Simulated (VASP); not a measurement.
Runs of VASP 6.6.1 on AlSiN. The structure is that of space group P4/mmm (No. 123), or close to it. The cells are those of the table. 

```tsv
task	cell	k mesh	gap on the mesh (eV)	pressure (GPa)	relaxed volume (Å³/atom)
single point	a = 3.342, b = 3.365, c = 3.391 Å, 3 atoms	6 × 6 × 6	none	4.9	-
single point	a = 2.697, b = 2.697, c = 5.237 Å, 3 atoms	6 × 6 × 6	none	-0.1	-
relaxation of cell and atoms	relaxed from a = 2.697, b = 2.697, c = 5.237 Å, 3 atoms	18 × 18 × 10	none	0.1	12.98
relaxation of cell and atoms	relaxed from a = 3.342, b = 3.365, c = 3.391 Å, 3 atoms	6 × 6 × 6	none	0.4	(a)
single point	a = 2.689, b = 2.689, c = 5.406 Å, 3 atoms	18 × 18 × 10	none	-0.1	-
```

Alike in all rows: level PBE; potentials or basis VASP PAW PBE potentials, release 64 (Al, Si, N); no spin polarisation; cutoff (eV) 600; smearing gaussian 0.1 eV.

Problem. Fill in the values left out.

Solution. (a) 12.05.

Caveats: some runs use coarse meshes.

A gap of «none» marks levels without a gap at the run's occupations.
